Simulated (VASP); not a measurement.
# B (R-3m) in VASP: single point with LDA

Aim: the single point of B with LDA.

Everything below comes from runs of VASP 6.6.1. Logs are shortened: lines on timing, memory, paths and dates and some standing lists are left out, and cuts for length are marked.

### Step 1. The cell of the first run

Symmetry: R-3m, No. 166, trigonal system. Conventional cell: a = 4.841 Å, b = 4.841 Å, c = 12.394 Å, α = 90.00°, β = 90.00°, γ = 120.00°. B (site symmetry m) has 6 B at 1.66 to 1.78 Å within 2.2 Å. B (site symmetry m) has 7 B at 1.76 to 1.98 Å within 2.3 Å.

### Step 2. Single point, LDA

Input file POSCAR:

```
B
1.0
    2.4204434889      1.3974436999      4.1313903557
   -2.4204434889      1.3974436999      4.1313903557
    0.0000000000     -2.7948873998      4.1313903557
B
12
Direct
    0.0104700914      0.6543055182      0.0104700914
    0.0104700914      0.0104700914      0.6543055182
    0.6543055182      0.0104700914      0.0104700914
    0.9895299086      0.3456944818      0.9895299086
    0.3456944818      0.9895299086      0.9895299086
    0.9895299086      0.9895299086      0.3456944818
    0.2214828458      0.6299787638      0.2214828458
    0.2214828458      0.2214828458      0.6299787638
    0.6299787638      0.2214828458      0.2214828458
    0.7785171542      0.3700212362      0.7785171542
    0.3700212362      0.7785171542      0.7785171542
    0.7785171542      0.7785171542      0.3700212362
```

Input file INCAR.step1:

```
PREC     = Accurate       # precision mode
ENCUT    = 520            # plane-wave cutoff, eV
EDIFF    = 1E-7           # SCF threshold, eV
ISMEAR   = 0              # smearing method
SIGMA    = 0.02           # smearing width, eV
LREAL    = F              # projectors in reciprocal space
LASPH    = T              # aspherical terms in the spheres
NELM     = 100            # most SCF steps
ALGO     = Normal         # electronic algorithm
ISIF     = 2              # what is computed and relaxed
LWAVE    = F              # write WAVECAR
LCHARG   = T              # write CHGCAR
GGA      = CA             # functional
NBANDS   = 30             # bands
```

Input file KPOINTS.step1:

```
Automatic mesh
0
Gamma
  9 9 9
```

Input file INCAR.step2:

```
PREC     = Accurate       # precision mode
ENCUT    = 520            # plane-wave cutoff, eV
EDIFF    = 1E-7           # SCF threshold, eV
ISMEAR   = -5             # smearing method
SIGMA    = 0.02           # smearing width, eV
LREAL    = F              # projectors in reciprocal space
LASPH    = T              # aspherical terms in the spheres
NELM     = 100            # most SCF steps
ALGO     = Normal         # electronic algorithm
ISIF     = 2              # what is computed and relaxed
LWAVE    = F              # write WAVECAR
LCHARG   = F              # write CHGCAR
GGA      = CA             # functional
LORBIT   = 11             # projections on sites
NEDOS    = 2001           # points of the DOS
ICHARG   = 11             # starting density
```

Input file KPOINTS.step2:

```
Automatic mesh
0
Gamma
  14 14 14
```

Potentials or basis: VASP PAW LDA potentials, release 64 (B).

Started as:

```console
$ cat potpaw_LDA.64/B/POTCAR > POTCAR
$ cp INCAR.step1 INCAR
$ cp KPOINTS.step1 KPOINTS
$ mpirun -np 1 vasp_std > vasp.out
$ cp INCAR.step2 INCAR
$ cp KPOINTS.step2 KPOINTS
$ mpirun -np 1 vasp_std > vasp.out
```

OUTCAR:

```text
PREC = Accurate
   ENCUT = 520
   EDIFF = 1E-7
   ISMEAR = -5
   LREAL = F
   LASPH = T
   NELM = 100
   ISIF = 2
   GGA = CA
   LORBIT = 11
   ICHARG = 11

 ion  position               nearest neighbor table
   1  0.010  0.654  0.010-   4 1.66   3 1.72   2 1.72   7 1.77  12 1.78  11 1.78
   2  0.010  0.010  0.654-   6 1.66   3 1.72   1 1.72   8 1.77  10 1.78  11 1.78
   3  0.654  0.010  0.010-   5 1.66   1 1.72   2 1.72   9 1.77  12 1.78  10 1.78
   4  0.990  0.346  0.990-   1 1.66   5 1.72   6 1.72  10 1.77   8 1.78   9 1.78
   5  0.346  0.990  0.990-   3 1.66   4 1.72   6 1.72  11 1.77   8 1.78   7 1.78
   6  0.990  0.990  0.346-   2 1.66   4 1.72   5 1.72  12 1.77   9 1.78   7 1.78
   7  0.221  0.630  0.221-  12 1.76  11 1.76   1 1.77   6 1.78   5 1.78   9 1.98   8 1.98
   8  0.221  0.221  0.630-  10 1.76  11 1.76   2 1.77   4 1.78   5 1.78   7 1.98   9 1.98
   9  0.630  0.221  0.221-  12 1.76  10 1.76   3 1.77   6 1.78   4 1.78   7 1.98   8 1.98
  10  0.779  0.370  0.779-   8 1.76   9 1.76   4 1.77   2 1.78   3 1.78  11 1.98  12 1.98
  11  0.370  0.779  0.779-   8 1.76   7 1.76   5 1.77   2 1.78   1 1.78  10 1.98  12 1.98
  12  0.779  0.779  0.370-   7 1.76   9 1.76   6 1.77   3 1.78   1 1.78  10 1.98  11 1.98

  LATTYP: Found a trigonal (rhomboedric) cell.
 ALAT       =     4.9879636976
 COS(alpha) =     0.5290516035

  Lattice vectors:

 A1 = (   2.4204434889,   1.3974436999,   4.1313903557)
 A2 = (  -2.4204434889,   1.3974436999,   4.1313903557)
 A3 = (   0.0000000000,  -2.7948873998,   4.1313903557)

Analysis of symmetry for initial positions (statically):
=====================================================================
 Subroutine PRICEL returns:
 Original cell was already a primitive cell.

 Routine SETGRP: Setting up the symmetry group for a
 trigonal (rhombohedral) supercell.

 Subroutine GETGRP returns: Found 12 space group operations
 (whereof 12 operations were pure point group operations)
 out of a pool of 12 trial point group operations.

The static configuration has the point symmetry D_3d.

Analysis of symmetry for dynamics (positions and initial velocities):
=====================================================================
 Subroutine PRICEL returns:
 Original cell was already a primitive cell.

 Routine SETGRP: Setting up the symmetry group for a
 trigonal (rhombohedral) supercell.

 Subroutine GETGRP returns: Found 12 space group operations
 (whereof 12 operations were pure point group operations)
 out of a pool of 12 trial point group operations.

The dynamic configuration has the point symmetry D_3d.

 Subroutine INISYM returns: Found 12 space group operations
 (whereof 12 operations are pure point group operations),
 and found     1 'primitive' translations

----------------------------------------------------------------------------------------

                                     Primitive cell

  volume of cell :      83.8449

  direct lattice vectors                    reciprocal lattice vectors
     2.420443489  1.397443700  4.131390356     0.206573714  0.119265389  0.080683088
    -2.420443489  1.397443700  4.131390356    -0.206573714  0.119265389  0.080683088
     0.000000000 -2.794887400  4.131390356     0.000000000 -0.238530778  0.080683088

  length of vectors
     4.987963698  4.987963698  4.987963698     0.251806856  0.251806856  0.251806856

  position of ions in fractional coordinates (direct lattice)
     0.010470091  0.654305518  0.010470091
     0.010470091  0.010470091  0.654305518
     0.654305518  0.010470091  0.010470091
     0.989529909  0.345694482  0.989529909
     0.345694482  0.989529909  0.989529909
     0.989529909  0.989529909  0.345694482
     0.221482846  0.629978764  0.221482846
     0.221482846  0.221482846  0.629978764
     0.629978764  0.221482846  0.221482846
     0.778517154  0.370021236  0.778517154
     0.370021236  0.778517154  0.778517154
     0.778517154  0.778517154  0.370021236

  ion indices of the primitive-cell ions
   primitive index   ion index
                 1           1
                 2           2
                 3           3
                 4           4
                 5           5
                 6           6
[... 26 lines left out ...]
     0.000000000  0.000000000  0.000000000

 TETIRR: Found   1372 inequivalent tetrahedra from    16464

 Subroutine IBZKPT returns following result:
 ===========================================

 Found    288 irreducible k-points:

 Following reciprocal coordinates:
            Coordinates               Weight
  0.000000  0.000000  0.000000      1.000000
  0.071429  0.000000  0.000000      6.000000
  0.142857  0.000000 -0.000000      6.000000
  0.214286  0.000000 -0.000000      6.000000
  0.285714  0.000000 -0.000000      6.000000
  0.357143  0.000000 -0.000000      6.000000
[... 16 lines left out ...]
  0.214286  0.142857 -0.000000     12.000000
  0.285714  0.142857 -0.000000     12.000000
 [... further k-points ...]
   k-points           NKPTS =    288   k-points in BZ     NKDIM =    288   number of bands    NBANDS=     25
   number of dos      NEDOS =   2001   number of ions     NIONS =     12
   total plane-waves  NPLWV =  64000
   dimension x,y,z NGX =    40 NGY =   40 NGZ =   40
   dimension x,y,z NGXF=    80 NGYF=   80 NGZF=   80
   ions per type =              12
   NGX,Y,Z   is equivalent  to a cutoff of  13.33, 13.33, 13.33 a.u.
   NGXF,Y,Z  is equivalent  to a cutoff of  26.66, 26.66, 26.66 a.u.
 SYSTEM =  unknown system
   PREC   = accura    normal or accurate (medium, high low for compatibility)
   ISTART =      0    job   : 0-new  1-cont  2-samecut
   ICHARG =     11    charge: 1-file 2-atom 10-const
   ISPIN  =      1    spin polarized calculation?
   LNONCOLLINEAR =      F non collinear calculations
   LSORBIT =      F    spin-orbit coupling
   LASPH  =      T    aspherical Exc in radial PAW
   ENCUT  =  520.0 eV  38.22 Ry    6.18 a.u.   9.27  9.27  9.27*2*pi/ulx,y,z
   NELM   =    100;   NELMIN=  2; NELMDL=  0     # of ELM steps
   EDIFF  = 0.1E-06   stopping-criterion for ELM
   LREAL  =      F    real-space projection
   EDIFFG = 0.1E-05   stopping-criterion for IOM
   NSW    =      0    number of steps for IOM
   IBRION =     -1    ionic relax: 0-MD 1-quasi-New 2-CG
   NFREE  =      0    steps in history (QN), initial steepest desc. (CG)
   ISIF   =      2    stress and relaxation
   ISYM   =      2    0-nonsym 1-usesym 2-fastsym
   POTIM  = 0.5000    time-step for ionic-motion
   TEBEG  =    0.0;   TEEND  =   0.0 temperature during run
   PSTRESS=    0.0 pullay stress
   NELECT =      36.0000    total number of electrons
   NUPDOWN=      -1.0000    fix difference up-down
   EMIN   =  10.00;   EMAX   =-10.00  energy-range for DOS
   EFERMI =   0.00;   METHOD = LEGACY
   ISMEAR =    -5;   SIGMA  =   0.02  broadening in eV -4-tet -1-fermi 0-gaus
   EFERMI_NEDOS =   21; number of points for ismear=-14 and -15
   IALGO  =     38    algorithm
   IMIX   =      4    mixing-type and parameters
     AMIX     =   0.40;   BMIX     =  1.00
     AMIX_MAG =   1.60;   BMIX_MAG =  1.00
  volume/ion in A,a.u.               =       6.99        47.15
  Fermi-wavevector in a.u.,A,eV,Ry     =   1.235047  2.333900 20.753519  1.525341
  Thomas-Fermi vector in A             =   2.369712
   LORBIT       =     11    0 simple, 1 ext, 2 COOP (PROOUT), +10 PAW based schemes
   GGA     = CA    functional components
   LHFCALC =     F    Hartree Fock is set to
   AEXX    =    0.0000 exact exchange contribution
   IVDW    =     0    specifies the selected vdW correction
   LEPSILON=     F    determine dielectric tensor
   LRPA    =     F    only Hartree local field effects (RPA)
 non-spin polarized calculation
 Fermi weights with tetrahedron method with Bloechl corrections
  energy-cutoff  :      520.00
  volume of cell :       83.84
 maximum number of plane-waves:      2281
 NGX is ok and might be reduce to    40

 number of electron      36.0000000 magnetization

 Free energy of the ion-electron system (eV)
  ---------------------------------------------------
  ext. energy  EPLUGINS =         0.00000000
  ---------------------------------------------------
  free energy    TOTEN  =       -89.60987876 eV

  energy without entropy =      -89.60987876  energy(sigma->0) =      -89.60987876

 E-fermi :   6.3463     XC(G=0): -11.8376

 val. band max:        6.3368775356   @ k =   0.5000   0.5000   0.5000
 cond. band min:       7.7079945407   @ k =   0.0000   0.0000   0.0000
 fundamental gap:      1.3711170051
 Fermi energy:         6.3463449965

 k-point     1 :       0.0000    0.0000    0.0000
  band No.  band energies     occupation
      1     -10.0007      2.00000
      2      -4.1339      2.00000
      3      -3.8797      2.00000
      4      -3.8797      2.00000
      5      -2.9853      2.00000
      6      -2.2584      2.00000
[... 661 lines left out ...]
     24      13.0403      0.00000
     25      13.2298      0.00000

 [... further k-points ...]
[... 5 lines left out ...]
  --------------------------------------------------------------------------------------
  -------------------------------------------------------------------------------------
  Total        0.1822932      0.1822932      0.1505040      0.0000000      0.0000000      0.0000000
  in kB        3.4834071      3.4834071      2.8759530      0.0000000      0.0000000      0.0000000
  external PRESSURE =       3.2809224 kB  Pullay stress =       0.0000000 kB

 VOLUME and BASIS-vectors are now :
 -----------------------------------------------------------------------------
  energy-cutoff  :      520.00
  volume of cell :       83.84
      direct lattice vectors                 reciprocal lattice vectors
     2.420443489  1.397443700  4.131390356     0.206573714  0.119265389  0.080683088
    -2.420443489  1.397443700  4.131390356    -0.206573714  0.119265389  0.080683088
     0.000000000 -2.794887400  4.131390356     0.000000000 -0.238530778  0.080683088

 POSITION                                       TOTAL-FORCE (eV/Angst)
 -----------------------------------------------------------------------------------
     -1.55837      0.89972      2.78970         0.011619     -0.006708     -0.009447
      0.00000     -1.79945      2.78970        -0.000000      0.013417     -0.009447
      1.55837      0.89972      2.78970        -0.011619     -0.006708     -0.009447
      1.55837     -0.89972      9.60447        -0.011619      0.006708      0.009447
     -1.55837     -0.89972      9.60447         0.011619      0.006708      0.009447
      0.00000      1.79945      9.60447        -0.000000     -0.013417      0.009447
     -0.98874      0.57085      4.43275         0.011694     -0.006752      0.005011
      0.00000     -1.14170      4.43275        -0.000000      0.013503      0.005011
      0.98874      0.57085      4.43275        -0.011694     -0.006752      0.005011
      0.98874     -0.57085      7.96142        -0.011694      0.006752     -0.005011
     -0.98874     -0.57085      7.96142         0.011694      0.006752     -0.005011
      0.00000      1.14170      7.96142        -0.000000     -0.013503     -0.005011
 -----------------------------------------------------------------------------------
    total drift:                                0.000000      0.000000     -0.000000

  FREE ENERGIE OF THE ION-ELECTRON SYSTEM (eV)
  ---------------------------------------------------
  free  energy   TOTEN  =       -89.6098787553 eV

  energy  without entropy=      -89.6098787553  energy(sigma->0) =      -89.60987876

 total charge

# of ion       s       p       d       tot
------------------------------------------
    1        0.710   1.449   0.000   2.159
    2        0.710   1.449   0.000   2.159
    3        0.710   1.449   0.000   2.159
    4        0.710   1.449   0.000   2.159
    5        0.710   1.449   0.000   2.159
    6        0.710   1.449   0.000   2.159
    7        0.660   1.337   0.000   1.997
    8        0.660   1.337   0.000   1.997
    9        0.660   1.337   0.000   1.997
   10        0.660   1.337   0.000   1.997
   11        0.660   1.337   0.000   1.997
   12        0.660   1.337   0.000   1.997
--------------------------------------------------
tot          8.221  16.718   0.000  24.938
```

It took 4.3 min on 1 thread of Intel Xeon 6975P-C (Granite Rapids), shared host; peak memory 0.48 GiB.

Results:

* Valence electrons inside the program's atomic spheres: B 2.16, 2.00 (each value once)
